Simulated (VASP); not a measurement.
# Au (P6_3/mmc) in VASP: notebook

Runs on Au. Level: PBEsol. Tasks: electric field gradients.

All numbers are computed with VASP 6.6.1; they aren't measurements. Logs are shortened: lines on timing, memory, paths and dates and some standing lists are left out, and cuts for length are marked.

## Step 1: The cell of the first run

It takes space group P6_3/mmc (No. 194, hexagonal). The conventional cell has a = 2.929 Å, b = 2.929 Å, c = 4.928 Å, α = 90.00°, β = 90.00°, γ = 120.00°. Within 3.9 Å of Au (site symmetry -6m2) lie 12 Au at 2.93 to 2.99 Å.

## Step 2: Electric field gradients, PBEsol (volume scaled by 1.03)

Contents of INCAR:

```
SYSTEM = Au
PREC     = Accurate       ! precision mode
ENCUT    = 520            ! plane-wave cutoff, eV
EDIFF    = 1E-8           ! SCF threshold, eV
ISMEAR   = -1             ! smearing method
SIGMA    = 0.03           ! smearing width, eV
LREAL    = .False.        ! projectors in reciprocal space
LASPH    = .True.         ! aspherical terms in the spheres
NELM     = 100            ! most SCF steps
ALGO     = Normal         ! electronic algorithm
ISIF     = 2              ! what is computed and relaxed
LWAVE    = .False.        ! write WAVECAR
LCHARG   = .False.        ! write CHGCAR
GGA      = PS             ! functional
LEFG     = .True.       
NBANDS   = 18             ! bands
```

Contents of KPOINTS:

```
regular mesh
0
Gamma
  14 14 8
  0 0 0
```

Contents of POSCAR:

```
Au
1.0
    2.9287131334      0.0000000000      0.0000000000
   -1.4643565667      2.5363399740      0.0000000000
    0.0000000000      0.0000000000      4.9283199742
Au
2
Direct
    0.3333333333      0.6666666667      0.7500000000
    0.6666666667      0.3333333333      0.2500000000
```

Potentials or basis: VASP PAW PBE potentials, release 64 (Au).

The run is started by

```console
> cat potpaw_PBE.64/Au/POTCAR > POTCAR
> mpirun -np 1 vasp_std > vasp.out
```

OUTCAR:

```text
SYSTEM = Au
   PREC = Accurate
   ENCUT = 520
   EDIFF = 1E-8
   ISMEAR = -1
   LREAL = .False.
   LASPH = .True.
   NELM = 100
   ISIF = 2
   GGA = PS

 ion  position               nearest neighbor table
   1  0.333  0.667  0.750-   2 2.99   2 2.99   2 2.99   2 2.99   2 2.99   2 2.99
   2  0.667  0.333  0.250-   1 2.99   1 2.99   1 2.99   1 2.99   1 2.99   1 2.99

  LATTYP: Found a hexagonal cell.
 ALAT       =     2.9287131334
 C/A-ratio  =     1.6827595431

  Lattice vectors:

 A1 = (   2.9287131334,   0.0000000000,   0.0000000000)
 A2 = (  -1.4643565667,   2.5363399740,   0.0000000000)
 A3 = (   0.0000000000,   0.0000000000,   4.9283199742)

Analysis of symmetry for initial positions (statically):
=====================================================================
 Subroutine PRICEL returns:
 Original cell was already a primitive cell.

 Routine SETGRP: Setting up the symmetry group for a
 hexagonal supercell.

 Subroutine GETGRP returns: Found 24 space group operations
 (whereof 12 operations were pure point group operations)
 out of a pool of 24 trial point group operations.

The static configuration has the point symmetry D_3d.
 The point group associated with its full space group is D_6h.

Analysis of symmetry for dynamics (positions and initial velocities):
=====================================================================
 Subroutine PRICEL returns:
 Original cell was already a primitive cell.

 Routine SETGRP: Setting up the symmetry group for a
 hexagonal supercell.

 Subroutine GETGRP returns: Found 24 space group operations
 (whereof 12 operations were pure point group operations)
 out of a pool of 24 trial point group operations.

The dynamic configuration has the point symmetry D_3d.
 The point group associated with its full space group is D_6h.

 Subroutine INISYM returns: Found 24 space group operations
 (whereof 12 operations are pure point group operations),
 and found     1 'primitive' translations

----------------------------------------------------------------------------------------

                                     Primitive cell

  volume of cell :      36.6086

[... 115 lines left out ...]
   AEXX    =    0.0000 exact exchange contribution
   IVDW    =     0    specifies the selected vdW correction
   LEPSILON=     F    determine dielectric tensor
   LRPA    =     F    only Hartree local field effects (RPA)
 non-spin polarized calculation
  energy-cutoff  :      520.00
  volume of cell :       36.61
 maximum number of plane-waves:      1015
 NGX is ok and might be reduce to    24
   NGX = 11   NGY = 11   NGZ = 19

 number of electron      21.9999998 magnetization

 Free energy of the ion-electron system (eV)
  ---------------------------------------------------
  ext. energy  EPLUGINS =         0.00000000
  ---------------------------------------------------
  free energy    TOTEN  =        -7.73629784 eV

  energy without entropy =       -7.73242181  energy(sigma->0) =       -7.73435982

 E-fermi :   8.1009     XC(G=0): -12.4636

 val. band max:        8.0976414087   @ k =   0.4286   0.0714   0.2500
 cond. band min:       8.1109477188   @ k =   0.2857   0.2143   0.2500
 fundamental gap:      0.0133063102
 Fermi energy:         8.1009150544

 k-point     1 :       0.0000    0.0000    0.0000
  band No.  band energies     occupation
      1      -1.0560      2.00000
      2       1.3327      2.00000
      3       3.6509      2.00000
      4       3.9153      2.00000
      5       3.9153      2.00000
      6       4.1881      2.00000
[... 481 lines left out ...]
      5       3.7490      2.00000
      6       3.8672      2.00000
[... 10 lines left out ...]
     17      18.6878      0.00000
     18      18.9325      0.00000

 [... further k-points ...]
[... 5 lines left out ...]
  --------------------------------------------------------------------------------------
  -------------------------------------------------------------------------------------
  Total       -2.3157931     -2.3157931     -2.3017955      0.0000000      0.0000000      0.0000000
  in kB     -101.3507900   -101.3507900   -100.7381845      0.0000000      0.0000000      0.0000000
  external PRESSURE =    -101.1465882 kB  Pullay stress =       0.0000000 kB

 VOLUME and BASIS-vectors are now :
 -----------------------------------------------------------------------------
  energy-cutoff  :      520.00
  volume of cell :       36.61
      direct lattice vectors                 reciprocal lattice vectors
     2.928713133  0.000000000  0.000000000     0.341446893  0.197134456  0.000000000
    -1.464356567  2.536339974  0.000000000     0.000000000  0.394268911  0.000000000
     0.000000000  0.000000000  4.928319974     0.000000000  0.000000000  0.202908903

 POSITION                                       TOTAL-FORCE (eV/Angst)
 -----------------------------------------------------------------------------------
     -0.00000      1.69089      3.69624         0.000000     -0.000000      0.000000
      1.46436      0.84545      1.23208        -0.000000      0.000000      0.000000
 -----------------------------------------------------------------------------------
    total drift:                               -0.000000      0.000000     -0.000000

  FREE ENERGIE OF THE ION-ELECTRON SYSTEM (eV)
  ---------------------------------------------------
  free  energy   TOTEN  =        -7.7362978357 eV

  energy  without entropy=       -7.7324218087  energy(sigma->0) =       -7.73435982

 Electric field gradients (V/A^2)
---------------------------------------------------------------------
 ion       V_xx      V_yy      V_zz      V_xy      V_xz      V_yz
---------------------------------------------------------------------
   1      -9.822    -9.822    19.644    -0.000     0.000    -0.000
   2      -9.822    -9.822    19.644    -0.000    -0.000     0.000
---------------------------------------------------------------------

 Electric field gradients after diagonalization (V/A^2)
 (convention: |V_zz| > |V_xx| > |V_yy|)
----------------------------------------------------------------------
 ion       V_xx      V_yy      V_zz     asymmetry (V_yy - V_xx)/ V_zz
----------------------------------------------------------------------
   1      -9.822    -9.822    19.644       0.000
   2      -9.822    -9.822    19.644       0.000
----------------------------------------------------------------------

           NMR quadrupolar parameters

 Cq : quadrupolar parameter    Cq=e*Q*V_zz/h
 eta: asymmetry parameters     (V_yy - V_xx)/ V_zz
 Q  : nuclear electric quadrupole moment in mb (millibarn)
----------------------------------------------------------------------
 ion       Cq(MHz)       eta       Q (mb)
----------------------------------------------------------------------
   1       0.047       0.000       1.000
   2       0.047       0.000       1.000
----------------------------------------------------------------------
```

OSZICAR:

```text
N       E                     dE             d eps       ncg     rms          rms(c)
DAV:   1     0.120314637626E+03    0.12031E+03   -0.11571E+04  4336   0.118E+03
DAV:   2    -0.633211288603E+01   -0.12665E+03   -0.12081E+03  4578   0.258E+02
DAV:   3    -0.840119278749E+01   -0.20691E+01   -0.20548E+01  5114   0.331E+01
DAV:   4    -0.841035056263E+01   -0.91578E-02   -0.91566E-02  4800   0.231E+00
DAV:   5    -0.841043474517E+01   -0.84183E-04   -0.84182E-04  4796   0.237E-01    0.109E+01
DAV:   6    -0.777323672577E+01    0.63720E+00   -0.12878E+00  4440   0.102E+01    0.705E+00
DAV:   7    -0.774098135271E+01    0.32255E-01   -0.75498E-02  4828   0.241E+00    0.351E+00
DAV:   8    -0.773630974252E+01    0.46716E-02   -0.43556E-03  4556   0.532E-01    0.344E-01
DAV:   9    -0.773628980557E+01    0.19937E-04   -0.24968E-05  4874   0.419E-02    0.170E-02
DAV:  10    -0.773629814199E+01   -0.83364E-05   -0.26137E-06  4800   0.159E-02    0.931E-03
DAV:  11    -0.773629784390E+01    0.29809E-06   -0.75695E-08  4872   0.187E-03    0.712E-04
DAV:  12    -0.773629783568E+01    0.82205E-08   -0.13996E-09  2720   0.326E-04
   1 F= -.77362978E+01 E0= -.77343598E+01  d E =-.387603E-02
```

stdout:

```text
POSCAR found type information on POSCAR Au
 POSCAR found :  1 types and       2 ions
 scaLAPACK will be used
 -----------------------------------------------------------------------------
|                                                                             |
|                                                                             |
|     You enforced a specific xc type in the INCAR file but a different       |
|     I HOPE YOU KNOW WHAT YOU ARE DOING!                                     |
|                                                                             |
 -----------------------------------------------------------------------------

 LDA part: xc-table for (Slater+PW92), standard interpolation
 POSCAR, INCAR and KPOINTS ok, starting setup
 FFT: planning ... GRIDC
 FFT: planning ... GRID_SOFT
 FFT: planning ... GRID
 WAVECAR not read
 entering main loop
ion   1

ion   2
```

Wall time 26 s (1 thread of Intel Xeon Platinum 8488C (Sapphire Rapids), shared host); peak memory 0.2 GiB.

What came out:

* Free energy: -7.7363 eV
* Pressure: -10.1 GPa
* Band gap on the k mesh: zero (band 11 reaches 11.75 eV, above the bottom of band 12 at 5.62 eV)

Electric field gradients, principal values (V/Å²):
```csv
atom,least,middle,greatest (by size)
1 Au,-9.822,-9.822,19.644
2 Au,-9.822,-9.822,19.644
```

Caveat: without QUAD_EFG the Cq values of the log hold for a quadrupole moment of 1 mb, not for the nuclei; the PAW data sets were made with another functional, which shifts forces and pressure a little; spin-orbit coupling is left out, which moves the levels of the heavy elements.

## Step 3: Electric field gradients, PBEsol (volume scaled by 1.06)

Contents of INCAR:

```
  PREC = Accurate
  ENCUT = 520
  EDIFF = 1E-8
  ISMEAR = -1
  SIGMA = 0.03
  LREAL = False
  LASPH = True
  NELM = 80
  ALGO = Normal
  ISIF = 2
  LWAVE = False
  LCHARG = False
  GGA = PS
  LEFG = True
  NBANDS = 18
```

Contents of KPOINTS:

```
regular mesh
0
Gamma
  14 14 8
```

Contents of POSCAR:

```
Au
1.0
    2.9568755643      0.0000000000      0.0000000000
   -1.4784377821      2.5607293545      0.0000000000
    0.0000000000      0.0000000000      4.9757105734
Au
2
Direct
    0.3333333333      0.6666666667      0.7500000000
    0.6666666667      0.3333333333      0.2500000000
```

Potentials or basis: VASP PAW PBE potentials, release 64 (Au).

The run is started by

```console
> cat potpaw_PBE.64/Au/POTCAR > POTCAR
> mpirun -np 1 vasp_std > vasp.out
```

OUTCAR:

```text
PREC = Accurate
   ENCUT = 520
   EDIFF = 1E-8
   ISMEAR = -1
   LREAL = False
   LASPH = True
   NELM = 80
   ISIF = 2
   GGA = PS

 ion  position               nearest neighbor table
   1  0.333  0.667  0.750-   2 3.02   2 3.02   2 3.02   2 3.02   2 3.02   2 3.02
   2  0.667  0.333  0.250-   1 3.02   1 3.02   1 3.02   1 3.02   1 3.02   1 3.02

  LATTYP: Found a hexagonal cell.
 ALAT       =     2.9568755643
 C/A-ratio  =     1.6827595430

  Lattice vectors:

 A1 = (   2.9568755643,   0.0000000000,   0.0000000000)
 A2 = (  -1.4784377821,   2.5607293545,   0.0000000000)
 A3 = (   0.0000000000,   0.0000000000,   4.9757105734)

Analysis of symmetry for initial positions (statically):
=====================================================================
 Subroutine PRICEL returns:
 Original cell was already a primitive cell.

 Routine SETGRP: Setting up the symmetry group for a
 hexagonal supercell.

 Subroutine GETGRP returns: Found 24 space group operations
 (whereof 12 operations were pure point group operations)
 out of a pool of 24 trial point group operations.

The static configuration has the point symmetry D_3d.
 The point group associated with its full space group is D_6h.

Analysis of symmetry for dynamics (positions and initial velocities):
=====================================================================
 Subroutine PRICEL returns:
 Original cell was already a primitive cell.

 Routine SETGRP: Setting up the symmetry group for a
 hexagonal supercell.

 Subroutine GETGRP returns: Found 24 space group operations
 (whereof 12 operations were pure point group operations)
[... 152 lines left out ...]

 val. band max:        7.6501163009   @ k =   0.2857   0.2143   0.2500
 cond. band min:       7.6847785572   @ k =   0.2143   0.0714   0.2500
 fundamental gap:      0.0346622562
 Fermi energy:         7.6596068215

 k-point     1 :       0.0000    0.0000    0.0000
  band No.  band energies     occupation
      1      -1.2097      2.00000
      2       1.1360      2.00000
      3       3.3621      2.00000
      4       3.6146      2.00000
      5       3.6146      2.00000
      6       3.8728      2.00000
[... 481 lines left out ...]
      5       3.4624      2.00000
      6       3.5760      2.00000
[... 10 lines left out ...]
     17      18.0430      0.00000
     18      18.3051      0.00000

 [... further k-points ...]
[... 5 lines left out ...]
  --------------------------------------------------------------------------------------
  -------------------------------------------------------------------------------------
  Total       -3.0789963     -3.0789963     -2.9908990     -0.0000000      0.0000000      0.0000000
  in kB     -130.9386643   -130.9386643   -127.1922020     -0.0000000      0.0000000      0.0000000
  external PRESSURE =    -129.6898435 kB  Pullay stress =       0.0000000 kB

 VOLUME and BASIS-vectors are now :
 -----------------------------------------------------------------------------
  energy-cutoff  :      520.00
  volume of cell :       37.67
      direct lattice vectors                 reciprocal lattice vectors
     2.956875564  0.000000000  0.000000000     0.338194820  0.195256871  0.000000000
    -1.478437782  2.560729354  0.000000000     0.000000000  0.390513741  0.000000000
     0.000000000  0.000000000  4.975710573     0.000000000  0.000000000  0.200976320

 POSITION                                       TOTAL-FORCE (eV/Angst)
 -----------------------------------------------------------------------------------
     -0.00000      1.70715      3.73178         0.000000      0.000000      0.000000
      1.47844      0.85358      1.24393        -0.000000     -0.000000      0.000000
 -----------------------------------------------------------------------------------
    total drift:                               -0.000000      0.000000     -0.000000

  FREE ENERGIE OF THE ION-ELECTRON SYSTEM (eV)
  ---------------------------------------------------
  free  energy   TOTEN  =        -7.6599014357 eV

  energy  without entropy=       -7.6561787555  energy(sigma->0) =       -7.65804010

 Electric field gradients (V/A^2)
---------------------------------------------------------------------
 ion       V_xx      V_yy      V_zz      V_xy      V_xz      V_yz
---------------------------------------------------------------------
   1      -8.861    -8.861    17.722     0.000     0.000    -0.000
   2      -8.861    -8.861    17.722     0.000    -0.000     0.000
---------------------------------------------------------------------

 Electric field gradients after diagonalization (V/A^2)
 (convention: |V_zz| > |V_xx| > |V_yy|)
----------------------------------------------------------------------
 ion       V_xx      V_yy      V_zz     asymmetry (V_yy - V_xx)/ V_zz
----------------------------------------------------------------------
   1      -8.861    -8.861    17.722       0.000
   2      -8.861    -8.861    17.722       0.000
----------------------------------------------------------------------

           NMR quadrupolar parameters

 Cq : quadrupolar parameter    Cq=e*Q*V_zz/h
 eta: asymmetry parameters     (V_yy - V_xx)/ V_zz
 Q  : nuclear electric quadrupole moment in mb (millibarn)
----------------------------------------------------------------------
 ion       Cq(MHz)       eta       Q (mb)
----------------------------------------------------------------------
   1       0.043       0.000       1.000
   2       0.043       0.000       1.000
----------------------------------------------------------------------
```

Wall time 37 s (1 thread of Intel Xeon Platinum 8488C (Sapphire Rapids), shared host); peak memory 0.2 GiB.

What came out:

- Free energy: -7.6599 eV
- Pressure: -13.0 GPa
- Band gap on the k mesh: zero (band 11 reaches 11.21 eV, above the bottom of band 12 at 5.24 eV)

Electric field gradients, principal values (V/Å²):
```tsv
atom	least	middle	greatest (by size)
1 Au	-8.861	-8.861	17.722
2 Au	-8.861	-8.861	17.722
```

Caveat: without QUAD_EFG the Cq values of the log hold for a quadrupole moment of 1 mb, not for the nuclei; the PAW data sets were made with another functional, which shifts forces and pressure a little; spin-orbit coupling is left out, which moves the levels of the heavy elements.

(Part 1 of 2 ends here.)
